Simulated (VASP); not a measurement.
# LiH (P6_3/mmc) in VASP: notebook, part 2 of 2

VASP 6.6.1.

## Step 3: Vibrations by perturbation theory, PBEsol

This run uses another cell than the first one, of 8.02 Å³/atom.

INCAR

```
SYSTEM = LiH
PREC = Accurate
ENCUT = 520
EDIFF = 1E-8
ISMEAR = 0
SIGMA = 0.01
LREAL = .FALSE.
LASPH = .TRUE.
NELM = 80
ALGO = Normal
ISIF = 2
LWAVE = .FALSE.
LCHARG = .FALSE.
GGA = PS
NBANDS = 12
IBRION = 8
NSW = 1
LEPSILON = .TRUE.
```

KPOINTS

```
regular mesh
0
G
  9 9 4
  0 0 0
```

POSCAR

```
LiH
1.0
    2.7604204114      0.0000000000      0.0000000000
   -1.3802102057      2.3905942014      0.0000000000
    0.0000000000      0.0000000000      4.8606738963
Li H
2 2
Direct
    0.0000000000      0.0000000000      0.0000000000
    0.0000000000      0.0000000000      0.5000000000
    0.3333333333      0.6666666667      0.2500000000
    0.6666666667      0.3333333333      0.7500000000
```

Potentials or basis: VASP PAW PBE potentials, release 64 (Li_sv, H).

Command:

```bash
cat potpaw_PBE.64/Li_sv/POTCAR potpaw_PBE.64/H/POTCAR > POTCAR
mpirun -np 1 vasp_std > vasp.out
```

OUTCAR:

```text
SYSTEM = LiH
   PREC = Accurate
   ENCUT = 520
   EDIFF = 1E-8
   ISMEAR = 0
   LREAL = .FALSE.
   LASPH = .TRUE.
   NELM = 80
   ISIF = 2
   GGA = PS
   IBRION = 8
   NSW = 1
   LEPSILON = .TRUE.

 ion  position               nearest neighbor table
   1  0.000  0.000  0.000-   2 2.43   2 2.43
   2  0.000  0.000  0.500-   1 2.43   1 2.43
   3  0.333  0.667  0.250-
   4  0.667  0.333  0.750-

  LATTYP: Found a hexagonal cell.
 ALAT       =     2.7604204114
 C/A-ratio  =     1.7608455133

  Lattice vectors:

 A1 = (   2.7604204114,   0.0000000000,   0.0000000000)
 A2 = (  -1.3802102057,   2.3905942014,   0.0000000000)
 A3 = (   0.0000000000,   0.0000000000,   4.8606738963)

Analysis of symmetry for initial positions (statically):
=====================================================================
 Subroutine PRICEL returns:
 Original cell was already a primitive cell.

 Routine SETGRP: Setting up the symmetry group for a
 hexagonal supercell.

 Subroutine GETGRP returns: Found 24 space group operations
 (whereof 12 operations were pure point group operations)
 out of a pool of 24 trial point group operations.

The static configuration has the point symmetry D_3d.
 The point group associated with its full space group is D_6h.

Analysis of symmetry for dynamics (positions and initial velocities):
=====================================================================
 Subroutine PRICEL returns:
 Original cell was already a primitive cell.

 Routine SETGRP: Setting up the symmetry group for a
 hexagonal supercell.

 Subroutine GETGRP returns: Found 24 space group operations
 (whereof 12 operations were pure point group operations)
 out of a pool of 24 trial point group operations.

The dynamic configuration has the point symmetry D_3d.
 The point group associated with its full space group is D_6h.

 Subroutine INISYM returns: Found 24 space group operations
 (whereof 12 operations are pure point group operations),
 and found     1 'primitive' translations

----------------------------------------------------------------------------------------

                                     Primitive cell

  volume of cell :      32.0758

  direct lattice vectors                    reciprocal lattice vectors
[... 594 lines left out ...]
     0.00000  0.00000 -0.00083

 MACROSCOPIC STATIC DIELECTRIC TENSOR (including local field effects in DFT)
 ------------------------------------------------------
           4.175607    -0.000000     0.000000
           0.000000     4.175607     0.000000
           0.000000    -0.000000     4.019364
 ------------------------------------------------------

 PIEZOELECTRIC TENSOR (including local field effects)  for field in x, y, z        (e  Angst)
          XX          YY          ZZ          XY          YZ          ZX
  --------------------------------------------------------------------------------
  x     0.00000     0.00000     0.00000     0.00000     0.00000     0.00000
  y     0.00000     0.00000     0.00000     0.00000     0.00000     0.00000
  z     0.00000     0.00000     0.00000     0.00000     0.00000     0.00000

 PIEZOELECTRIC TENSOR (including local field effects)  for field in x, y, z        (C/m^2)
          XX          YY          ZZ          XY          YZ          ZX
  --------------------------------------------------------------------------------
  x     0.00000     0.00000     0.00000     0.00000     0.00000     0.00000
  y     0.00000     0.00000     0.00000     0.00000     0.00000     0.00000
  z     0.00000     0.00000     0.00000     0.00000     0.00000     0.00000

 BORN EFFECTIVE CHARGES (including local field effects) (in |e|, cummulative output)
 ---------------------------------------------------------------------------------
 ion    1
    1     0.92888     0.00000     0.00000
    2     0.00000     0.92888    -0.00000
    3     0.00000     0.00000     0.95563
 ion    2
    1     0.92888     0.00000     0.00000
    2     0.00000     0.92888     0.00000
    3     0.00000     0.00000     0.95563
 ion    3
    1    -0.92888     0.00000     0.00000
    2     0.00000    -0.92888     0.00000
    3     0.00000     0.00000    -0.95563
 ion    4
    1    -0.92888     0.00000     0.00000
    2     0.00000    -0.92888     0.00000
    3     0.00000     0.00000    -0.95563

 INTERNAL STRAIN TENSOR FOR ION    4 for displacements in x,y,z  (eV/Angst):
          X           Y           Z          XY          YZ          ZX
  --------------------------------------------------------------------------------
  x     0.00000     0.00000     0.00000    -0.28422     0.00000     0.00000
  y    -0.28422     0.28422     0.00000     0.00000     0.00000     0.00000
  z     0.00000    -0.00000     0.00000     0.00000     0.00000     0.00000

 SECOND DERIVATIVES (NOT SYMMETRIZED)
 ------------------------------------
               1X          1Y          1Z          2X          2Y          2Z          3X          3Y          3Z          4X          4Y          4Z
  1X    -0.910990    0.000000    0.000000   -0.434124    0.000000    0.000000    0.672557    0.000000    0.000000    0.672557    0.000000    0.000000
  1Y     0.000000   -0.910990    0.000000    0.000000   -0.434124    0.000000    0.000000    0.672557    0.000000    0.000000    0.672557    0.000000
  1Z     0.000000   -0.000000   -5.258333    0.000000    0.000000    3.839735   -0.000000   -0.000000    0.709299   -0.000000    0.000000    0.709299
  2X    -0.434124    0.000000    0.000000   -0.910990    0.000000    0.000000    0.672557    0.000000    0.000000    0.672557    0.000000    0.000000
  2Y     0.000000   -0.434124    0.000000    0.000000   -0.910990    0.000000    0.000000    0.672557    0.000000    0.000000    0.672557    0.000000
  2Z     0.000000    0.000000    3.839735    0.000000    0.000000   -5.258333    0.000000   -0.000000    0.709299   -0.000000    0.000000    0.709299
  3X     0.665487    0.000000    0.000000    0.665487    0.000000    0.000000   -1.675830    0.000000    0.000000    0.344856    0.000000    0.000000
  3Y     0.000000    0.665487   -0.000000    0.000000    0.665487    0.000000    0.000000   -1.675830    0.000000    0.000000    0.344856    0.000000
  3Z     0.000000   -0.000000    0.708848   -0.000000    0.000000    0.708848    0.000000    0.000000   -2.794924    0.000000   -0.000000    1.377228
  4X     0.665487    0.000000    0.000000    0.665487    0.000000    0.000000    0.344856    0.000000    0.000000   -1.675830    0.000000    0.000000
  4Y     0.000000    0.665487   -0.000000    0.000000    0.665487    0.000000    0.000000    0.344856    0.000000    0.000000   -1.675830    0.000000
  4Z     0.000000   -0.000000    0.708848   -0.000000    0.000000    0.708848    0.000000   -0.000000    1.377228    0.000000    0.000000   -2.794924

 Eigenvectors and eigenvalues of the dynamical matrix
 ----------------------------------------------------

   1 f  =   31.932343 THz   200.636830 2PiTHz 1065.148320 cm-1   132.061501 meV
             X         Y         Z           dx          dy          dz
      0.000000  0.000000  0.000000    -0.000000    0.000000   -0.000000
      0.000000  0.000000  2.430337    -0.000000    0.000000   -0.000000
     -0.000000  1.593729  1.215168    -0.000000    0.000000   -0.707107
      1.380210  0.796865  3.645505     0.000000   -0.000000    0.707107
[... 71 lines left out ...]
  12 f/i=    0.033828 THz     0.212548 2PiTHz    1.128381 cm-1     0.139901 meV
             X         Y         Z           dx          dy          dz
      0.000000  0.000000  0.000000     0.602716   -0.271535   -0.000000
      0.000000  0.000000  2.430337     0.602716   -0.271535   -0.000000
     -0.000000  1.593729  1.215168     0.228851   -0.103102   -0.000000
      1.380210  0.796865  3.645505     0.228851   -0.103102   -0.000000

--------------------------------------------------------------------------------------------------------

 MACROSCOPIC STATIC DIELECTRIC TENSOR IONIC CONTRIBUTION
 ------------------------------------------------------
           7.275524    -0.000000    -0.000000
          -0.000000     7.275524    -0.000000
          -0.000000    -0.000000     7.265670
 ------------------------------------------------------

 ELASTIC MODULI CONTR FROM IONIC RELAXATION (kBar)
 Direction    XX          YY          ZZ          XY          YZ          ZX
 --------------------------------------------------------------------------------
 XX          -3.9937      3.9937      0.0000      0.0000      0.0000      0.0000
 YY           3.9937     -3.9937      0.0000     -0.0000     -0.0000      0.0000
 ZZ           0.0000      0.0000      0.0000      0.0000      0.0000      0.0000
 XY           0.0000     -0.0000      0.0000     -3.9937     -0.0000      0.0000
 YZ           0.0000     -0.0000      0.0000     -0.0000     -0.0000      0.0000
 ZX           0.0000      0.0000      0.0000      0.0000      0.0000      0.0000
 --------------------------------------------------------------------------------

 PIEZOELECTRIC TENSOR IONIC CONTR  for field in x, y, z        (C/m^2)
          XX          YY          ZZ          XY          YZ          ZX
  --------------------------------------------------------------------------------
  x    -0.00000     0.00000     0.00000    -0.00000    -0.00000     0.00000
  y    -0.00000     0.00000     0.00000    -0.00000    -0.00000     0.00000
  z    -0.00000     0.00000     0.00000     0.00000     0.00000     0.00000
```

Run time: 3 min. Hardware: 1 thread of Intel Xeon 6975P-C (Granite Rapids), shared host; peak memory 0.24 GiB.

Results:

```yaml
Electronic_dielectric_tensor_diagonal: 4.18, 4.18, 4.02
Born_charges_mean_of_the_diagonal: Li +0.94; H -0.94 e
Highest_phonon_frequency_at_Γ: 1065 cm⁻¹
```

Phonon frequencies in cm⁻¹ (negative: imaginary):
```tsv
q point	frequencies
(0.000, 0.000, 0.000)	-1 -1 0 136 136 594 644 644 664 741 741 1065
```

Electronic dielectric tensor:
```
4.18 0.00 0.00
0.00 4.18 0.00
0.00 0.00 4.02
```

Born effective charge tensors (e):
atom 1, Li
```
0.93 0.00 0.00
0.00 0.93 0.00
0.00 0.00 0.96
```
atom 2, Li
```
0.93 0.00 0.00
0.00 0.93 0.00
0.00 0.00 0.96
```
atom 3, H
```
-0.93  0.00  0.00
 0.00 -0.93  0.00
 0.00  0.00 -0.96
```
atom 4, H
```
-0.93  0.00  0.00
 0.00 -0.93  0.00
 0.00  0.00 -0.96
```

Caveat: the cutoff is under 1.25 times the usual one of these potentials, so pressure, stress and relaxed cells hold a basis-set (Pulay) error; the PAW data sets were made with another functional, which shifts forces and pressure a little.
